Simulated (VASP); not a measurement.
# Ta: single point with PBE

Crystal: Ta.

```
Ta
1.0
    -1.39589    1.39589    2.38688
     1.39589   -1.39589    2.38688
     1.39589    1.39589   -2.38688
Ta
1
Direct
  0.00000 0.00000 0.00000
```

* Program: VASP 6.6.1
* Task: single point
* Functional: PBE
* Potentials or basis: VASP PAW PBE potentials, release 64 (Ta_pv)
* Cutoff: 520 eV
* k mesh: 26 × 26 × 26
* Occupations: gaussian, width 0.1 eV
* Spin: no spin polarisation
* Dipole correction: no
* Further INCAR settings: ALGO = Fast; EDIFF = 1e-06; NBANDS = 12

| Item | Value |
| --- | --- |
| Pressure | 0.1 GPa |
| Band gap on the k mesh | zero (an odd number of electrons rules out a gap without spin polarisation) |

Levels at points of the mesh, in eV from the Fermi level:
```csv
k point,band 4,band 5,band 6,band 7,band 8,band 9
"(0.00, 0.00, 0.00)",-8.00,-0.92,1.43,1.73,1.73,5.39
"(0.50, 0.00, 0.00)",-4.45,-0.78,0.96,1.73,5.47,6.22
"(0.50, 0.50, 0.00)",-4.23,-3.09,4.33,4.92,5.11,8.27
"(0.50, 0.50, 0.50)",-4.53,-3.02,1.04,6.46,6.49,6.49
```

Run time: 81 s on 1 thread of Intel(R) Xeon(R) 6975P-C (Granite Rapids), with other jobs on the host, peak memory 0.39 GiB.

Caveat: spin-orbit coupling is left out, which moves the levels of the heavy elements.
